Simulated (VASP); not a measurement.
A run of VASP 6.6.1 is set up as follows.

The input INCAR:

```
SYSTEM = Cu
  ALGO = Normal
  EDIFF = 1E-6
  ENCUT = 520
  ISIF = 2
  ISMEAR = -1
  ISPIN = 2
  LASPH = .TRUE.
  LCHARG = .FALSE.
  LMAXMIX = 4
  LORBIT = 11
  LREAL = .FALSE.
  LWAVE = .FALSE.
  MAGMOM = 0.9
  NBANDS = 16
  NELM = 150
  NUPDOWN = 0.9
  PREC = Accurate
  SIGMA = 0.05
```

KPOINTS

```
k-points
0
G
  16 16 16
  0 0 0
```

File POSCAR:

```
Cu
1.0
    0.0000000000      1.8075000000      1.8075000000
    1.8075000000      0.0000000000      1.8075000000
    1.8075000000      1.8075000000      0.0000000000
Cu
1
Direct
    0.0000000000      0.0000000000      0.0000000000
```

Potentials or basis: VASP PAW LDA potentials, release 64 (Cu).

Command:

```sh
$ cat potpaw_LDA.64/Cu/POTCAR > POTCAR
$ mpirun -np 1 vasp_std > vasp.out
```

(1) Predict the pressure.

Results:

(1) -1.6 GPa.

Caveat: the total moment is fixed, so each spin has its own Fermi level.
